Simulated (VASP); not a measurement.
Input of a VASP 6.6.1 run:

The input INCAR:

```
SYSTEM = MgSe
PREC = Accurate
ENCUT = 600
EDIFF = 1E-6
ISMEAR = 0
SIGMA = 0.05
LREAL = .False.
LASPH = .True.
NELM = 120
ALGO = Normal
ISIF = 2
LWAVE = .False.
LCHARG = .False.
GGA = PS
NBANDS = 11
GGA_COMPAT = .False.
```

The input KPOINTS:

```
Automatic mesh
0
Gamma
  10 10 10
  0 0 0
```

File POSCAR:

```
MgSe
1.0
    0.0000000000      2.7345548838      2.7345548838
    2.7345548838      0.0000000000      2.7345548838
    2.7345548838      2.7345548838      0.0000000000
Mg Se
1 1
Direct
    0.0000000000      0.0000000000      0.0000000000
    0.5000000000      0.5000000000      0.5000000000
```

Potentials or basis: VASP PAW PBE potentials, release 64 (Mg, Se).

Command:

```console
$ cat potpaw_PBE.64/Mg/POTCAR potpaw_PBE.64/Se/POTCAR > POTCAR
$ mpirun -np 1 vasp_std > vasp.out
```

Problem. Estimate the pressure.

Solution. -0.7 GPa.

Problem. Estimate the band gap on the k mesh.

Solution. 1.75 eV, indirect (least direct gap 2.43 eV).

Caveat: the PAW data sets were made with another functional, which shifts forces and pressure a little. As with any semilocal functional, this PBEsol gap is likely too small.
